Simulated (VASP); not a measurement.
# CdS (F-43m) in VASP: a series of runs

The runs below take CdS through single point, with PBEsol, LDA.

Program: VASP 6.6.1. These are calculated values, not measurements. Logs are shortened: lines on timing, memory, paths and dates and some standing lists are left out, and cuts for length are marked.

## Step 1: The cell of the first run

Symmetry: F-43m, No. 216, cubic system. The conventional cell has a = 5.886 Å, b = 5.886 Å, c = 5.886 Å, α = 90.00°, β = 90.00°, γ = 90.00°. Cd (site symmetry -43m) has 4 S at 2.55 Å within 3.4 Å. S (site symmetry -43m) has 4 Cd at 2.55 Å within 3.4 Å.

## Step 2: Single point, PBEsol

The input, INCAR:

```
SYSTEM = CdS
PREC = Accurate
ENCUT = 500
EDIFF = 1E-6
ISMEAR = 0
SIGMA = 0.01
LREAL = .FALSE.
LASPH = .TRUE.
NELM = 120
ALGO = Normal
ISIF = 2
LWAVE = .FALSE.
LCHARG = .TRUE.
GGA = PS
LELF = .TRUE.
LVHAR = .TRUE.
NBANDS = 16
GGA_COMPAT = .FALSE.
```

The input, KPOINTS:

```
Automatic mesh
0
G
  2 2 2
  0 0 0
```

The input, POSCAR:

```
CdS
1.0
    0.0000000000      2.9429534649      2.9429534649
    2.9429534649      0.0000000000      2.9429534649
    2.9429534649      2.9429534649      0.0000000000
Cd S
1 1
Direct
    0.0000000000      0.0000000000      0.0000000000
    0.2500000000      0.2500000000      0.2500000000
```

Potentials or basis: VASP PAW PBE potentials, release 64 (Cd, S).

Run with:

```sh
cat potpaw_PBE.64/Cd/POTCAR potpaw_PBE.64/S/POTCAR > POTCAR
mpirun -np 1 vasp_std > vasp.out
```

OUTCAR:

```text
SYSTEM = CdS
   PREC = Accurate
   ENCUT = 500
   EDIFF = 1E-6
   ISMEAR = 0
   LREAL = .FALSE.
   LASPH = .TRUE.
   NELM = 120
   ISIF = 2
   GGA = PS

 ion  position               nearest neighbor table
   1  0.000  0.000  0.000-   2 2.55   2 2.55   2 2.55   2 2.55
   2  0.250  0.250  0.250-   1 2.55   1 2.55   1 2.55   1 2.55

  LATTYP: Found a face centered cubic cell.
 ALAT       =     5.8859069298

  Lattice vectors:

 A1 = (   0.0000000000,   2.9429534649,   2.9429534649)
 A2 = (   2.9429534649,   0.0000000000,   2.9429534649)
 A3 = (   2.9429534649,   2.9429534649,   0.0000000000)

Analysis of symmetry for initial positions (statically):
=====================================================================
 Subroutine PRICEL returns:
 Original cell was already a primitive cell.

 Routine SETGRP: Setting up the symmetry group for a
 face centered cubic supercell.

 Subroutine GETGRP returns: Found 24 space group operations
 (whereof 24 operations were pure point group operations)
 out of a pool of 48 trial point group operations.

The static configuration has the point symmetry T_d .

Analysis of symmetry for dynamics (positions and initial velocities):
=====================================================================
 Subroutine PRICEL returns:
 Original cell was already a primitive cell.

 Routine SETGRP: Setting up the symmetry group for a
 face centered cubic supercell.

 Subroutine GETGRP returns: Found 24 space group operations
 (whereof 24 operations were pure point group operations)
 out of a pool of 48 trial point group operations.

The dynamic configuration has the point symmetry T_d .

 Subroutine INISYM returns: Found 24 space group operations
 (whereof 24 operations are pure point group operations),
 and found     1 'primitive' translations

----------------------------------------------------------------------------------------

                                     Primitive cell

  volume of cell :      50.9777

  direct lattice vectors                    reciprocal lattice vectors
     0.000000000  2.942953465  2.942953465    -0.169897352  0.169897352  0.169897352
     2.942953465  0.000000000  2.942953465     0.169897352 -0.169897352  0.169897352
     2.942953465  2.942953465  0.000000000     0.169897352  0.169897352 -0.169897352

  length of vectors
     4.161964703  4.161964703  4.161964703     0.294270845  0.294270845  0.294270845

  position of ions in fractional coordinates (direct lattice)
     0.000000000  0.000000000  0.000000000
     0.250000000  0.250000000  0.250000000

  ion indices of the primitive-cell ions
   primitive index   ion index
                 1           1
                 2           2

----------------------------------------------------------------------------------------

 KPOINTS: Automatic mesh

Automatic generation of k-mesh.
 Grid dimensions read from file:
 generate k-points for:    2    2    2

 Generating k-lattice:

  Cartesian coordinates                     Fractional coordinates (reciprocal lattice)
    -0.084948676  0.084948676  0.084948676     0.500000000  0.000000000  0.000000000
     0.084948676 -0.084948676  0.084948676     0.000000000  0.500000000  0.000000000
     0.084948676  0.084948676 -0.084948676     0.000000000  0.000000000  0.500000000

  Length of vectors
     0.147135423  0.147135423  0.147135423

  Shift w.r.t. Gamma in fractional coordinates (k-lattice)
     0.000000000  0.000000000  0.000000000

 Subroutine IBZKPT returns following result:
 ===========================================

 Found      3 irreducible k-points:

 Following reciprocal coordinates:
            Coordinates               Weight
  0.000000  0.000000  0.000000      1.000000
  0.500000  0.000000  0.000000      4.000000
  0.500000  0.500000  0.000000      3.000000
   k-points           NKPTS =      3   k-points in BZ     NKDIM =      3   number of bands    NBANDS=     16
   number of dos      NEDOS =    301   number of ions     NIONS =      2
   total plane-waves  NPLWV =  27000
   dimension x,y,z NGX =    30 NGY =   30 NGZ =   30
   dimension x,y,z NGXF=    60 NGYF=   60 NGZF=   60
   ions per type =               1   1
   NGX,Y,Z   is equivalent  to a cutoff of  11.98, 11.98, 11.98 a.u.
   NGXF,Y,Z  is equivalent  to a cutoff of  23.97, 23.97, 23.97 a.u.
 SYSTEM =  CdS
   PREC   = accura    normal or accurate (medium, high low for compatibility)
   ISTART =      0    job   : 0-new  1-cont  2-samecut
   ICHARG =      2    charge: 1-file 2-atom 10-const
   ISPIN  =      1    spin polarized calculation?
   LNONCOLLINEAR =      F non collinear calculations
   LSORBIT =      F    spin-orbit coupling
   LASPH  =      T    aspherical Exc in radial PAW
   ENCUT  =  500.0 eV  36.75 Ry    6.06 a.u.   7.59  7.59  7.59*2*pi/ulx,y,z
   NELM   =    120;   NELMIN=  2; NELMDL= -5     # of ELM steps
   EDIFF  = 0.1E-05   stopping-criterion for ELM
   LREAL  =      F    real-space projection
   EDIFFG = 0.1E-04   stopping-criterion for IOM
   NSW    =      0    number of steps for IOM
   IBRION =     -1    ionic relax: 0-MD 1-quasi-New 2-CG
   NFREE  =      0    steps in history (QN), initial steepest desc. (CG)
   ISIF   =      2    stress and relaxation
   ISYM   =      2    0-nonsym 1-usesym 2-fastsym
   POTIM  = 0.5000    time-step for ionic-motion
   TEBEG  =    0.0;   TEEND  =   0.0 temperature during run
   PSTRESS=    0.0 pullay stress
   NELECT =      18.0000    total number of electrons
   NUPDOWN=      -1.0000    fix difference up-down
   EMIN   =  10.00;   EMAX   =-10.00  energy-range for DOS
   EFERMI =   0.00;   METHOD = LEGACY
   ISMEAR =     0;   SIGMA  =   0.01  broadening in eV -4-tet -1-fermi 0-gaus
   EFERMI_NEDOS =   21; number of points for ismear=-14 and -15
   IALGO  =     38    algorithm
   IMIX   =      4    mixing-type and parameters
     AMIX     =   0.40;   BMIX     =  1.00
     AMIX_MAG =   1.60;   BMIX_MAG =  1.00
  volume/ion in A,a.u.               =      25.49       172.01
  Fermi-wavevector in a.u.,A,eV,Ry     =   1.157104  2.186609 18.216690  1.338889
  Thomas-Fermi vector in A             =   2.293718
   LORBIT       =      0    0 simple, 1 ext, 2 COOP (PROOUT), +10 PAW based schemes
   GGA     = PS    functional components
   LHFCALC =     F    Hartree Fock is set to
   AEXX    =    0.0000 exact exchange contribution
   IVDW    =     0    specifies the selected vdW correction
   LEPSILON=     F    determine dielectric tensor
   LRPA    =     F    only Hartree local field effects (RPA)
 non-spin polarized calculation
 Gauss-broadening in eV      SIGMA  =   0.01
  energy-cutoff  :      500.00
  volume of cell :       50.98
 maximum number of plane-waves:      1308
   NGX = 15   NGY = 15   NGZ = 15

 number of electron      17.9999991 magnetization

 Free energy of the ion-electron system (eV)
  ---------------------------------------------------
  ext. energy  EPLUGINS =         0.00000000
  ---------------------------------------------------
  free energy    TOTEN  =        -5.83919108 eV

  energy without entropy =       -5.83919108  energy(sigma->0) =       -5.83919108

 E-fermi :   1.4269     XC(G=0):  -9.1120

 val. band max:        1.3204350317   @ k =   0.0000   0.0000   0.0000
 cond. band min:       2.1029523216   @ k =   0.0000   0.0000   0.0000
 fundamental gap:      0.7825172899
 Fermi energy:         1.4268885747

 k-point     1 :       0.0000    0.0000    0.0000
  band No.  band energies     occupation
      1     -10.8625      2.00000
      2      -6.6705      2.00000
      3      -6.6705      2.00000
      4      -6.6705      2.00000
      5      -6.2586      2.00000
      6      -6.2586      2.00000
[... 8 lines left out ...]
     15      12.5480      0.00000
     16      12.5480      0.00000

 k-point     2 :       0.5000    0.0000    0.0000
  band No.  band energies     occupation
      1     -10.4400      2.00000
      2      -6.5646      2.00000
      3      -6.5646      2.00000
      4      -6.2222      2.00000
      5      -6.2222      2.00000
      6      -5.8622      2.00000
[... 8 lines left out ...]
     15      13.6078      0.00000
     16      13.6078      0.00000

 k-point     3 :       0.5000    0.5000    0.0000
  band No.  band energies     occupation
      1     -10.3109      2.00000
      2      -6.4857      2.00000
      3      -6.3589      2.00000
      4      -6.3589      2.00000
      5      -6.1788      2.00000
      6      -5.7872      2.00000
[... 8 lines left out ...]
     15      13.5210      0.00000
     16      14.6033      0.00000

------------------------ aborting loop because EDIFF is reached ----------------------------------------

  FORCE on cell =-STRESS in cart. coord.  units (eV):
  Direction    XX          YY          ZZ          XY          YZ          ZX
  --------------------------------------------------------------------------------------
  -------------------------------------------------------------------------------------
  Total        0.5773931      0.5773931      0.5773931      0.0000000     -0.0000000      0.0000000
  in kB       18.1468808     18.1468808     18.1468808      0.0000000     -0.0000000      0.0000000
  external PRESSURE =      18.1468808 kB  Pullay stress =       0.0000000 kB

 VOLUME and BASIS-vectors are now :
 -----------------------------------------------------------------------------
  energy-cutoff  :      500.00
  volume of cell :       50.98
      direct lattice vectors                 reciprocal lattice vectors
     0.000000000  2.942953465  2.942953465    -0.169897352  0.169897352  0.169897352
     2.942953465  0.000000000  2.942953465     0.169897352 -0.169897352  0.169897352
     2.942953465  2.942953465  0.000000000     0.169897352  0.169897352 -0.169897352

 POSITION                                       TOTAL-FORCE (eV/Angst)
 -----------------------------------------------------------------------------------
      0.00000      0.00000      0.00000         0.000000     -0.000000     -0.000000
      1.47148      1.47148      1.47148         0.000000      0.000000      0.000000
 -----------------------------------------------------------------------------------
    total drift:                                0.000000      0.000000     -0.000000

  FREE ENERGIE OF THE ION-ELECTRON SYSTEM (eV)
  ---------------------------------------------------
  free  energy   TOTEN  =        -5.8391910789 eV

  energy  without entropy=       -5.8391910789  energy(sigma->0) =       -5.83919108
```

It took 6.8 s on 1 thread of Intel Xeon 6975P-C, shared host; peak memory 0.16 GiB.

Results:

```
Free energy            : -5.8392 eV
Pressure               : 1.8 GPa
Band gap on the k mesh : 0.78 eV, direct
```

Caveat: the k points lie up to 0.92 Å⁻¹ apart; the PAW data sets were made with another functional, which shifts forces and pressure a little. A hybrid or GW would open this gap; PBEsol tends to underestimate it.

## Step 3: Single point, LDA

INCAR, as its differences from that of step 2:

```diff
@@ -5,3 +5,3 @@
 ISMEAR = 0
-SIGMA = 0.01
+SIGMA = 0.1
 LREAL = .FALSE.
@@ -13,3 +13,3 @@
 LCHARG = .TRUE.
-GGA = PS
+GGA = CA
 LELF = .TRUE.
```

The input, KPOINTS:

```
regular mesh
0
G
  2 2 2
  0 0 0
```

POSCAR is that of step 2.

Potentials or basis: VASP PAW LDA potentials, release 64 (Cd, S).

Run with:

```sh
cat potpaw_LDA.64/Cd/POTCAR potpaw_LDA.64/S/POTCAR > POTCAR
mpirun -np 1 vasp_std > vasp.out
```

It took 4.6 s on 1 thread of Intel Xeon 6975P-C, shared host; peak memory 0.14 GiB.

The run converged. Its results:

```
Free energy            : -6.3703 eV
Pressure               : -0.3 GPa
Band gap on the k mesh : 0.61 eV, direct
```

Levels at points of the mesh, in eV from the valence-band top:
```
           k point  band 5  band 6  band 7  band 8  band 9  band 10  band 11  band 12  band 13  band 14
(0.00, 0.00, 0.00)   -7.64   -7.64    0.00    0.00    0.00     0.61     6.10     6.10     6.10    10.64
(0.50, 0.00, 0.00)   -7.61   -7.24   -4.51   -0.76   -0.76     2.50     6.58     6.58     7.00    10.41
(0.50, 0.50, 0.00)   -7.56   -7.17   -4.11   -1.89   -1.89     3.06     3.91     8.73    10.18    10.18
```

Caveat: the k points lie up to 0.92 Å⁻¹ apart.
